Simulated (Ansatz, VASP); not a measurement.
Fe in VASP and in Ansatz

```
Fe
1.0
     0.00000    1.77200    1.77200
     1.77200    0.00000    1.77200
     1.77200    1.77200    0.00000
Fe
1
Direct
  0.00000 0.00000 0.00000
```

Alike in both runs: task single point; functional PBE; k mesh 7 × 7 × 7; occupations fermi-dirac, width 0.1 eV; collinear spin.

|  | VASP | Ansatz |
| --- | --- | --- |
| version | VASP 6.6.1 | Ansatz 0.2.0 |
| potentials or method | VASP PAW PBE potentials, release 64 (Fe), cutoff 600 eV | PAW, plane waves, scalar-relativistic |
| valence electrons in the cell | 8 | 16 |

VASP gave:

* pressure (GPa): -9.6
* net moment per atom (μB): 1.30
* size of the moment on the site where the two differ most (μB): 1.29

Q: Which values does Ansatz return?

A: Pressure (GPa): -9.4; net moment per atom (μB): 1.28; size of the moment on the site where the two differ most (μB): 1.31.

Site moments also hang on the region over which each program counts them. VASP's potentials hold 8 valence electrons a cell and Ansatz's 16, so a difference there can come from the potentials and not from the codes.

The k mesh is coarse, so the values compare programs but aren't converged.
